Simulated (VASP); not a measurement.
A run of VASP 6.6.1 is set up as follows.

The input INCAR:

```
PREC = Accurate
ENCUT = 520
EDIFF = 1E-6
ISMEAR = 0
SIGMA = 0.15
LREAL = F
LASPH = T
NELM = 60
ALGO = Fast
ISIF = 2
LWAVE = F
LCHARG = F
GGA = PE
IVDW = 12
NBANDS = 19
```

File KPOINTS:

```
Automatic mesh
0
Gamma
  15 15 8
```

POSCAR

```
Hg
1.0
    3.5198000000      0.0000000000      0.0000000000
   -1.7599000000      3.0482362162      0.0000000000
    0.0000000000      0.0000000000      5.6033000000
Hg
2
Direct
    0.6666666667      0.3333333333      0.7500000000
    0.3333333333      0.6666666667      0.2500000000
```

Potentials or basis: VASP PAW PBE potentials, release 64 (Hg).

Launch:

```sh
$ cat potpaw_PBE.64/Hg/POTCAR > POTCAR
$ mpirun -np 1 vasp_std > vasp.out
```

Predict the dispersion energy per atom.

-0.349 eV.

What does it give for the pressure?

-1.4 GPa.

Stress tensor (GPa, compression positive):
```
-1.38  0.00  0.00
 0.00 -1.38  0.00
 0.00  0.00 -1.55
```
